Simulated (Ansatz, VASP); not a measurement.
**One calculation of GaSb, two programs**

```
Sb Ga
1.0
    -2.77167    2.77167    1.60124
     2.77167   -2.77167    1.60124
     2.77167    2.77167   -1.60124
Sb Ga
1 1
Cartesian
  0.0000 0.0000 0.0000
  0.0000 2.7717 0.8006
```

Alike in both runs: task single point; functional r2SCAN; k mesh 10 × 10 × 10; occupations fermi-dirac, width 0.05 eV; no spin polarisation.

```csv
,VASP,Ansatz
version,VASP 6.6.1,Ansatz 0.2.0
potentials or method,"VASP PAW PBE potentials, release 64 (Sb, Ga_d)",Ansatz PAW
plane-wave cutoff (eV),520,500
valence electrons in the cell,18,28
```

Ansatz gave:

```
gap on the k mesh at the Fermi level (eV)                     : none
pressure (GPa)                                                : -2.5
traceless stress, the component that is largest in VASP (GPa) : 0.09
```

**Question.** Estimate VASP's values.

**Answer.** gap on the k mesh at the Fermi level (eV): none; pressure (GPa): -2.4; traceless stress, the component that is largest in VASP (GPa): 0.02.

VASP's potentials were made for PBE, not for r2SCAN. A gap of «none» marks a metal or a gap that the smearing closes. With one functional, cell and mesh, what is left measures potentials, basis and numerics. VASP's potentials hold 18 valence electrons a cell and Ansatz's 28, so a difference there can come from the potentials and not from the codes.

Neither program's run includes spin-orbit coupling.
